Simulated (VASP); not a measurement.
# Al16NO22 (a cell with a defect) in VASP: further runs

The runs below take Al16NO22 (a cell with a defect) through single point, with PBE+D3(BJ).

All numbers are computed with VASP 6.6.1; they aren't measurements. Logs are shortened: lines on timing, memory, paths and dates and some standing lists are left out, and cuts for length are marked.

## Step 1: The cell of the first run

The cell holds a defect, 39 atoms: a = 7.064 Å, b = 7.064 Å, c = 7.064 Å, α = 85.72°, β = 85.72°, γ = 85.72°.

## Step 2: Single point, PBE+D3(BJ)

INCAR reads:

```
SYSTEM = Al16NO22
PREC     = Accurate       ! precision mode
ENCUT    = 520            ! plane-wave cutoff, eV
EDIFF    = 1E-6           ! SCF threshold, eV
ISMEAR   = 0              ! smearing method
SIGMA    = 0.05           ! smearing width, eV
LREAL    = Auto         
LASPH    = .TRUE.         ! aspherical terms in the spheres
NELM     = 60             ! most SCF steps
ALGO     = Normal         ! electronic algorithm
ISIF     = 2              ! what is computed and relaxed
LWAVE    = .FALSE.        ! write WAVECAR
LCHARG   = .FALSE.        ! write CHGCAR
GGA      = PE             ! functional
IVDW     = 12             ! dispersion correction
NBANDS   = 118            ! bands
NELECT   = 184.0
```

KPOINTS reads:

```
regular mesh
0
G
  2 2 2
  0 0 0
```

POSCAR reads:

```
Al16NO22
1.0
   -4.8050270000     -2.7741840000      4.3720840000
    4.8050270000     -2.7741840000      4.3720840000
    0.0000000000      5.5483680000      4.3720840000
Al O N
16 22 1
Direct
    0.1520261815      0.1445194599      0.1474963761
    0.3543103617      0.3487740765      0.3498898413
    0.6579768080      0.6321095236      0.6349713754
    0.8702911494      0.8473349828      0.8569424259
    0.6446525965      0.6483772374      0.1469438719
    0.8497305421      0.8546391513      0.3580517971
    0.1492250781      0.1480332013      0.6465881792
    0.3541801499      0.3563133325      0.8504483933
    0.6620969045      0.1748030766      0.6349976312
    0.8590873727      0.3549309964      0.8581776363
    0.1456538707      0.6414200756      0.1581729886
    0.3503442429      0.8521894979      0.3525818517
    0.1286872355      0.6474029472      0.6378199801
    0.3215708810      0.8378185525      0.8619717755
    0.6454469812      0.1462845415      0.1439904351
    0.8576564086      0.3520586253      0.3400792975
    0.4142915449      0.6059196045      0.7493184387
    0.4099221416      0.2489923487      0.5963742918
    0.5906765506      0.7506608754      0.4003903176
    0.7625751352      0.4011983938      0.5885139385
    0.2477427779      0.5944163762      0.4036355287
    0.5967472342      0.4018490578      0.2461801120
    0.9009358967      0.1003741101      0.7535192691
    0.0993317593      0.2483638043      0.4023693939
    0.2558074106      0.9024657957      0.6029171094
    0.7464365417      0.0997238385      0.3984682682
    0.0958345856      0.9018671011      0.2503006390
    0.9002557448      0.5981639980      0.2494151570
    0.9061144251      0.2479549600      0.0963926371
    0.0967058746      0.7356650313      0.9120251305
    0.2515187142      0.4005334856      0.0957870458
    0.7435977277      0.5941575684      0.9063779364
    0.1026555290      0.4019425049      0.7495619959
    0.4028494026      0.0952438470      0.2488768452
    0.4009380209      0.7502107721      0.0953645402
    0.5969335672      0.2419567898      0.8944109702
    0.7433745814      0.9037397573      0.0846780972
    0.2521813388      0.0901148197      0.9009100561
    0.8798815601      0.7657560828      0.6085942062
```

Potentials or basis: VASP PAW PBE potentials, release 64 (Al, O, N).

Command:

```bash
$ cat potpaw_PBE.64/Al/POTCAR potpaw_PBE.64/O/POTCAR potpaw_PBE.64/N/POTCAR > POTCAR
$ mpirun -np 1 vasp_std > vasp.out
```

OUTCAR:

```text
SYSTEM = Al16NO22
   PREC = Accurate
   ENCUT = 520
   EDIFF = 1E-6
   ISMEAR = 0
   LREAL = Auto
   LASPH = .TRUE.
   NELM = 60
   ISIF = 2
   GGA = PE
   IVDW = 12
   NELECT = 184.0
 IVDW          = 12

 ion  position               nearest neighbor table
   1  0.152  0.145  0.147-  27 1.87  29 1.88  38 1.89  34 1.96  31 1.99  24 1.99   2 2.66  16 2.78
                            12 2.78   8 2.84  14 3.18  10 3.22   6 3.27
   2  0.354  0.349  0.350-  22 1.86  18 1.89  21 1.89  34 1.97  24 1.98  31 1.98   1 2.66  11 2.78
                            15 2.80   7 2.81   9 3.19   5 3.24  13 3.28
   3  0.658  0.632  0.635-  20 1.78  17 1.86  19 1.88  39 1.88  32 2.05   6 2.76  10 2.79   4 2.84
                            14 3.10  16 3.16   8 3.23   9 3.23  12 3.29  13 3.34
   4  0.870  0.847  0.857-  30 1.79  37 1.84  39 1.88  23 1.90  32 2.05  13 2.69   3 2.84   5 2.85
                             9 3.04  14 3.19  11 3.19   7 3.21  15 3.28
   5  0.645  0.648  0.147-  32 1.84  35 1.87  22 1.87  19 1.98  37 1.99  28 1.99   6 2.72  16 2.81
                            12 2.81   4 2.85  10 3.23   2 3.24  14 3.30
   6  0.850  0.855  0.358-  39 1.86  26 1.86  27 1.89  19 2.02  28 2.02  37 2.12   5 2.72   3 2.76
                            15 2.83  11 2.84  13 3.11   9 3.24   1 3.27
   7  0.149  0.148  0.647-  24 1.86  25 1.88  23 1.90  33 1.98  38 1.99  18 2.02   8 2.70   2 2.81
                            14 2.82  10 2.83   4 3.21  12 3.23  16 3.28
   8  0.354  0.356  0.850-  31 1.87  36 1.88  17 1.92  33 1.96  18 2.00  38 2.06   7 2.70   9 2.84
                             1 2.84  13 2.90   3 3.23  15 3.23  11 3.27
   9  0.662  0.175  0.635-  20 1.80  26 1.83  18 1.85  36 1.94  23 1.96  10 2.63  16 2.69   8 2.84
                             4 3.04   2 3.19   3 3.23   6 3.24
  10  0.859  0.355  0.858-  29 1.84  32 1.86  33 1.87  23 1.99  36 2.06  20 2.07   9 2.63   3 2.79
                            15 2.82   7 2.83  13 3.16   1 3.22   5 3.23
  11  0.146  0.641  0.158-  28 1.84  30 1.86  31 1.88  21 1.92  27 2.00  35 2.02  12 2.67  14 2.70
                             2 2.78   6 2.84  16 3.13   4 3.19   8 3.27
  12  0.350  0.852  0.353-  19 1.84  34 1.87  25 1.89  27 1.98  35 2.00  21 2.01  11 2.67   1 2.78
                             5 2.81  13 2.83   7 3.23  15 3.25   3 3.29
  13  0.129  0.647  0.638-  21 1.85  33 1.87  39 1.91  25 2.06  30 2.07  17 2.21  14 2.66   4 2.69
                            12 2.83   8 2.90   6 3.11  10 3.16   2 3.28   3 3.34
  14  0.322  0.838  0.862-  30 1.79  35 1.83  38 1.85  17 1.92  25 1.93  13 2.66  11 2.70   7 2.82
                             3 3.10   1 3.18   4 3.19   5 3.30
  15  0.645  0.146  0.144-  37 1.86  34 1.87  36 1.89  26 1.98  22 1.99  29 2.02  16 2.69   2 2.80
                            10 2.82   6 2.83   8 3.23  12 3.25   4 3.28
  16  0.858  0.352  0.340-  28 1.85  24 1.88  20 1.88  29 1.92  22 2.00  26 2.00  15 2.69   9 2.69
                             1 2.78   5 2.81  11 3.13   3 3.16   7 3.28
  17  0.414  0.606  0.749-   3 1.86   8 1.92  14 1.92  13 2.21
  18  0.410  0.249  0.596-   9 1.85   2 1.89   8 2.00   7 2.02
  19  0.591  0.751  0.400-  12 1.84   3 1.88   5 1.98   6 2.02
  20  0.763  0.401  0.589-   3 1.78   9 1.80  16 1.88  10 2.07
  21  0.248  0.594  0.404-  13 1.85   2 1.89  11 1.92  12 2.01
  22  0.597  0.402  0.246-   2 1.86   5 1.87  15 1.99  16 2.00
[... 15 lines left out ...]
  38  0.252  0.090  0.901-  14 1.85   1 1.89   7 1.99   8 2.06
  39  0.880  0.766  0.609-   6 1.86   3 1.88   4 1.88  13 1.91

  LATTYP: Found a trigonal (rhomboedric) cell.
 ALAT       =     7.0639582365
 COS(alpha) =     0.0746084541

  Lattice vectors:

 A1 = (  -4.8050270000,  -2.7741840000,   4.3720840000)
 A2 = (   4.8050270000,  -2.7741840000,   4.3720840000)
 A3 = (   0.0000000000,   5.5483680000,   4.3720840000)

Analysis of symmetry for initial positions (statically):
=====================================================================
 Subroutine PRICEL returns:
 Original cell was already a primitive cell.

[... 46 lines left out ...]
   PSTRESS=    0.0 pullay stress
   NELECT =     184.0000    total number of electrons
   NUPDOWN=      -1.0000    fix difference up-down
   EMIN   =  10.00;   EMAX   =-10.00  energy-range for DOS
   EFERMI =   0.00;   METHOD = LEGACY
   ISMEAR =     0;   SIGMA  =   0.05  broadening in eV -4-tet -1-fermi 0-gaus
   EFERMI_NEDOS =   21; number of points for ismear=-14 and -15
   IALGO  =     38    algorithm
   IMIX   =      4    mixing-type and parameters
     AMIX     =   0.40;   BMIX     =  1.00
     AMIX_MAG =   1.60;   BMIX_MAG =  1.00
  volume/ion in A,a.u.               =       8.97        60.51
  Fermi-wavevector in a.u.,A,eV,Ry     =   1.321672  2.497599 23.766901  1.746818
  Thomas-Fermi vector in A             =   2.451409
   LORBIT       =      0    0 simple, 1 ext, 2 COOP (PROOUT), +10 PAW based schemes
   GGA     = PE    functional components
   LHFCALC =     F    Hartree Fock is set to
   AEXX    =    0.0000 exact exchange contribution
   IVDW    =    12    specifies the selected vdW correction
   LEPSILON=     F    determine dielectric tensor
   LRPA    =     F    only Hartree local field effects (RPA)
 non-spin polarized calculation
 Gauss-broadening in eV      SIGMA  =   0.05
  energy-cutoff  :      520.00
  volume of cell :      349.68
 maximum number of plane-waves:      9428
 NGX is ok and might be reduce to    54
   NGX = 27   NGY = 27   NGZ = 27

 number of electron     183.9999984 magnetization

 Free energy of the ion-electron system (eV)
  ---------------------------------------------------
  ext. energy  EPLUGINS =         0.00000000
  ---------------------------------------------------
  free energy    TOTEN  =      -296.01720619 eV

  energy without entropy =     -296.01720619  energy(sigma->0) =     -296.01720619

 E-fermi :   7.0851     XC(G=0): -11.3745

 val. band max:        6.7693811727   @ k =   0.5000   0.5000   0.5000
 cond. band min:       9.0809268663   @ k =   0.0000   0.0000   0.0000
 fundamental gap:      2.3115456936
 Fermi energy:         7.0850599380

 k-point     1 :       0.0000    0.0000    0.0000
  band No.  band energies     occupation
      1     -13.2824      2.00000
      2     -12.4556      2.00000
      3     -12.1925      2.00000
      4     -12.0450      2.00000
      5     -11.7755      2.00000
      6     -11.5722      2.00000
[... 845 lines left out ...]
    103      14.9919      0.00000
    104      15.0985      0.00000
 [bands above 104 left out]

------------------------ aborting loop because EDIFF is reached ----------------------------------------

 Edisp (eV)   -9.00423

 E8    (eV) :    -3.4157

  FORCE on cell =-STRESS in cart. coord.  units (eV):
  Direction    XX          YY          ZZ          XY          YZ          ZX
  --------------------------------------------------------------------------------------
  -------------------------------------------------------------------------------------
  Total     -14.95714   -12.27630   -14.15345    -2.75337    -3.02993    -1.17276
  in kB     -68.53120   -56.24800   -64.84884   -12.61548   -13.88267    -5.37338
  external pressure =      -63.21 kB  Pullay stress =        0.00 kB

 VOLUME and BASIS-vectors are now :
 -----------------------------------------------------------------------------
  energy-cutoff  :      520.00
  volume of cell :      349.68
      direct lattice vectors                 reciprocal lattice vectors
    -4.805027000 -2.774184000  4.372084000    -0.104057688 -0.060077726  0.076241292
     4.805027000 -2.774184000  4.372084000     0.104057688 -0.060077726  0.076241292
     0.000000000  5.548368000  4.372084000     0.000000000  0.120155452  0.076241292

 POSITION                                       TOTAL-FORCE (eV/Angst)
 -----------------------------------------------------------------------------------
     -0.03607     -0.00431      1.94139         0.001030     -0.003305     -0.006239
     -0.02660     -0.00917      4.60369         0.003305     -0.001106      0.007895
     -0.12429     -0.05588      8.41651        -0.001983     -0.003642     -0.011886
     -0.11031     -0.01038     11.25623        -0.009684     -0.012899     -0.012560
      0.01790     -2.77180      6.29569         0.000772      0.003086     -0.007674
      0.02359     -2.74163      9.01708        -0.008129      0.021059      0.014032
[... 31 lines left out ...]
     -0.77873      4.04899      5.43540        -0.000382      0.000444      0.004893
     -0.54838     -1.18860      9.85569         0.013722     -0.016577      0.011975
 -----------------------------------------------------------------------------------
    total drift:                                0.004094      0.016724     -0.011967

  FREE ENERGIE OF THE ION-ELECTRON SYSTEM (eV)
  ---------------------------------------------------
  free  energy   TOTEN  =      -305.0214329097 eV

  energy  without entropy=     -305.0214329097  energy(sigma->0) =     -305.02143291
```

Run time: 20 min. Hardware: 1 thread of Oxide Virtual Turin-like, shared host; peak memory 0.46 GiB.

What came out:

| Quantity | Value |
| --- | --- |
| Free energy | -305.0214 eV |
| Largest force | 0.027 eV/Å |
| Dispersion energy per atom | -0.231 eV |

Forces in eV/Å, atoms in the order of the input:
```
Al   0.001 -0.003 -0.006
Al   0.003 -0.001  0.008
Al  -0.002 -0.004 -0.012
Al  -0.010 -0.013 -0.013
Al   0.001  0.003 -0.008
Al  -0.008  0.021  0.014
Al   0.005 -0.006 -0.002
Al   0.006  0.007  0.003
Al  -0.006 -0.003 -0.011
Al   0.001 -0.008  0.001
Al  -0.001 -0.007 -0.015
Al  -0.003  0.001  0.010
Al  -0.007  0.004  0.001
Al  -0.007  0.003  0.006
Al   0.001 -0.001 -0.010
Al   0.001  0.008  0.016
O    0.002 -0.002 -0.003
O    0.000  0.000 -0.008
O    0.004  0.006 -0.003
O    0.009  0.000  0.007
O    0.000  0.008  0.001
O    0.004 -0.005  0.000
O   -0.008  0.004  0.002
O    0.005  0.002 -0.003
O   -0.001 -0.007 -0.005
O   -0.008  0.002 -0.008
O    0.004  0.001  0.002
O   -0.001 -0.003  0.002
O   -0.003 -0.006 -0.004
O    0.006  0.002  0.000
O    0.003 -0.001  0.003
O    0.004  0.007 -0.003
O   -0.002 -0.001 -0.001
O   -0.005 -0.003 -0.001
O   -0.009 -0.002  0.011
O    0.000  0.009  0.003
O    0.008  0.004  0.008
O    0.000  0.000  0.005
N    0.014 -0.017  0.012
```

Levels at points of the mesh, in eV from the Fermi level:
| k point | band 89 | band 90 | band 91 | band 92 | band 93 | band 94 | band 95 | band 96 |
| --- | --- | --- | --- | --- | --- | --- | --- | --- |
| (0.00, 0.00, 0.00) | -1.48 | -1.29 | -1.00 | -0.32 | 2.00 | 5.24 | 5.90 | 6.82 |
| (0.50, 0.00, 0.00) | -1.53 | -1.50 | -1.07 | -0.33 | 2.45 | 5.34 | 6.14 | 6.49 |
| (0.00, 0.50, 0.00) | -1.59 | -1.28 | -1.06 | -0.40 | 2.40 | 5.27 | 6.30 | 6.60 |
| (0.00, 0.00, 0.50) | -1.55 | -1.37 | -1.23 | -0.36 | 2.30 | 5.62 | 6.11 | 6.48 |
| (0.50, 0.50, 0.00) | -1.55 | -1.38 | -1.07 | -0.38 | 2.53 | 5.55 | 6.36 | 6.91 |
| (0.50, 0.00, 0.50) | -1.57 | -1.35 | -1.11 | -0.33 | 2.49 | 5.68 | 6.18 | 6.84 |
| (0.00, 0.50, 0.50) | -1.59 | -1.34 | -1.15 | -0.33 | 2.47 | 5.61 | 6.33 | 6.64 |
| (0.50, 0.50, 0.50) | -1.54 | -1.34 | -1.11 | -0.32 | 2.52 | 5.69 | 6.50 | 6.76 |

Caveat: the k points lie up to 0.45 Å⁻¹ apart; the cell carries a net charge on a neutralising background, which shifts energy and pressure; the cell is charged against a uniform background, so pressure and absolute levels hang on convention.

## Step 3: Single point, PBE+D3(BJ)

INCAR reads:

```
SYSTEM = Al16NO22
PREC = Accurate ; ENCUT = 520
EDIFF = 1E-7 ; ISMEAR = 0
SIGMA = 0.05 ; LREAL = Auto
LASPH = .TRUE. ; NELM = 100
ALGO = Normal ; ISIF = 2
LWAVE = .FALSE. ; LCHARG = .TRUE.
GGA = PE ; IVDW = 12
LELF = .TRUE. ; LVHAR = .TRUE.
NBANDS = 118 ; NELECT = 184.0
```

KPOINTS is that of step 2.

POSCAR reads:

```
Al16NO22
1.0
   -4.8050270000     -2.7741840000      4.3720840000
    4.8050270000     -2.7741840000      4.3720840000
    0.0000000000      5.5483680000      4.3720840000
Al O N
16 22 1
Direct
    0.1496519793      0.1465768665      0.1495690849
    0.3546392870      0.3478849025      0.3511653096
    0.6495782052      0.6316532279      0.6352047561
    0.8666203700      0.8515852828      0.8618165974
    0.6414625717      0.6470105114      0.1465819159
    0.8421375305      0.8570750116      0.3573220534
    0.1520182054      0.1496434009      0.6460120889
    0.3572640564      0.3499587905      0.8518750570
    0.6708343852      0.1627125786      0.6355293395
    0.8609198022      0.3563977673      0.8564849924
    0.1430857089      0.6407205817      0.1586154470
    0.3470635438      0.8526442617      0.3498351585
    0.1385853538      0.6486946622      0.6442576671
    0.3211455175      0.8413625735      0.8642329323
    0.6455050153      0.1495820995      0.1435423809
    0.8561329969      0.3541066815      0.3416820139
    0.4094165895      0.6038325626      0.7510550104
    0.4131343500      0.2433821301      0.5967297978
    0.5841108710      0.7458650089      0.3958347403
    0.7607268173      0.4009205144      0.5905964495
    0.2443365628      0.5943716406      0.4051832680
    0.5944509229      0.4023924808      0.2445430838
    0.9092173390      0.1056382956      0.7579431040
    0.0993914235      0.2490028617      0.4029995580
    0.2524773434      0.9002562216      0.6034460967
    0.7475343281      0.1055117130      0.3922884492
    0.0927423037      0.9022644978      0.2518807240
    0.8987019846      0.6007717129      0.2552741527
    0.9072828388      0.2526030628      0.0962450418
    0.0946678568      0.7377866155      0.9101668955
    0.2515858304      0.4009779149      0.0959134111
    0.7440017623      0.5913851381      0.9095258232
    0.1047619104      0.4048058020      0.7481011704
    0.4019639356      0.0952253886      0.2486552204
    0.3977494295      0.7502723186      0.0943811883
    0.5995700695      0.2368688818      0.8938784442
    0.7418717463      0.9047153682      0.0884648653
    0.2538717100      0.0918988429      0.9025048691
    0.8494797671      0.7902093405      0.6157618398
```

Potentials or basis: VASP PAW PBE potentials, release 64 (Al, O, N).

Command:

```bash
$ cat potpaw_PBE.64/Al/POTCAR potpaw_PBE.64/O/POTCAR potpaw_PBE.64/N/POTCAR > POTCAR
$ mpirun -np 1 vasp_std > vasp.out
```

It took 24 min on 1 thread of Oxide Virtual Turin-like, shared host; peak memory 0.47 GiB.

It converged, with:

- Free energy: -304.6673 eV
- Largest force: 1.254 eV/Å
- Dispersion energy per atom: -0.231 eV

Forces in eV/Å, atoms in the order of the input:
```
Al  -0.036 -0.026 -0.013
Al   0.059  0.010  0.015
Al  -0.068 -0.063  0.077
Al  -0.058 -0.042 -0.046
Al   0.013  0.021  0.031
Al  -0.125 -0.044  0.042
Al   0.019  0.038 -0.028
Al   0.161 -0.056  0.025
Al   0.370 -0.079  0.131
Al   0.014  0.029  0.040
Al  -0.003 -0.008  0.012
Al  -0.002  0.056  0.037
Al   0.556  0.069 -0.331
Al  -0.030  0.026 -0.083
Al  -0.002  0.052 -0.031
Al  -0.027 -0.015  0.003
O    0.026 -0.074  0.048
O    0.066 -0.008  0.018
O    0.022  0.026  0.175
O    0.010 -0.020 -0.001
O    0.024  0.003  0.008
O   -0.012  0.032  0.032
O    0.058  0.056 -0.178
O    0.016  0.013 -0.002
O    0.037 -0.039  0.058
O   -0.057  0.189 -0.003
O    0.001 -0.045  0.009
O   -0.014 -0.056 -0.083
O   -0.009  0.053 -0.040
O    0.025  0.082  0.047
O    0.014  0.012  0.002
O    0.078 -0.002 -0.017
O    0.019  0.039 -0.025
O    0.002  0.009  0.011
O   -0.025  0.017  0.052
O    0.080  0.011  0.007
O    0.010 -0.023 -0.014
O    0.017  0.001 -0.036
N   -1.229 -0.244  0.052
```

Levels at points of the mesh, in eV from the Fermi level:
```csv
k point,band 90,band 91,band 92,band 93,band 94,band 95
"(0.00, 0.00, 0.00)",-1.28,-1.03,-0.31,2.05,5.22,5.66
"(0.50, 0.00, 0.00)",-1.35,-1.19,-0.31,2.59,5.13,6.00
"(0.00, 0.50, 0.00)",-1.27,-1.08,-0.40,2.48,5.19,6.09
"(0.00, 0.00, 0.50)",-1.39,-1.17,-0.36,2.38,5.44,5.91
"(0.50, 0.50, 0.00)",-1.27,-1.19,-0.37,2.67,5.35,6.31
"(0.50, 0.00, 0.50)",-1.32,-1.12,-0.34,2.61,5.44,6.13
"(0.00, 0.50, 0.50)",-1.31,-1.14,-0.30,2.55,5.43,6.14
"(0.50, 0.50, 0.50)",-1.33,-1.09,-0.28,2.64,5.48,6.45
```

Caveat: the k points lie up to 0.45 Å⁻¹ apart; the cell carries a net charge on a neutralising background, which shifts energy and pressure; the cell is charged against a uniform background, so pressure and absolute levels hang on convention.
